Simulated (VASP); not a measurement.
Wanted: the native input for a VASP 6.6.1 run.

| Item | Value |
| --- | --- |
| Task | single point |
| Functional | PBEsol |
| Potentials or basis | VASP PAW PBE potentials, release 64 (La) |
| Cutoff | 520 eV |
| k mesh | 12 × 12 × 12 |
| Occupations | fermi-dirac, width 0.1 eV |
| Spin | no spin polarisation |
| Dipole correction | no |
| Further INCAR settings | ALGO = Normal; EDIFF = 1e-06; NBANDS = 12 |

The structure of La lies in POSCAR:

```
La
1.0
    0.0000000000      2.5364199295      2.5364199295
    2.5364199295      0.0000000000      2.5364199295
    2.5364199295      2.5364199295      0.0000000000
La
1
Direct
    0.0000000000      0.0000000000      0.0000000000
```

This isn't the form of La at room conditions, which is double hcp.

The input as run:

INCAR

```
PREC = Accurate ; ENCUT = 520
EDIFF = 1E-6 ; ISMEAR = -1
SIGMA = 0.1 ; LREAL = F
LASPH = T ; NELM = 60
ALGO = Normal ; ISIF = 2
LWAVE = F ; LCHARG = F
GGA = PS ; NBANDS = 12
```

KPOINTS

```
Automatic mesh
0
Gamma
  12 12 12
```

Potentials or basis: VASP PAW PBE potentials, release 64 (La).

Command:

```sh
$ cat potpaw_PBE.64/La/POTCAR > POTCAR
$ mpirun -np 1 vasp_std > vasp.out
```

Results of the run:

| Property | Result |
| --- | --- |
| Pressure | 1.1 GPa |
| Band gap on the k mesh | zero (an odd number of electrons rules out a gap without spin polarisation) |

Caveat: the PAW data sets were made with another functional, which shifts forces and pressure a little; spin-orbit coupling is left out, which moves the levels of the heavy elements.

It took 47 s on 1 thread of Intel Xeon 8259CL, with other jobs on the host, peak memory 0.19 GiB.
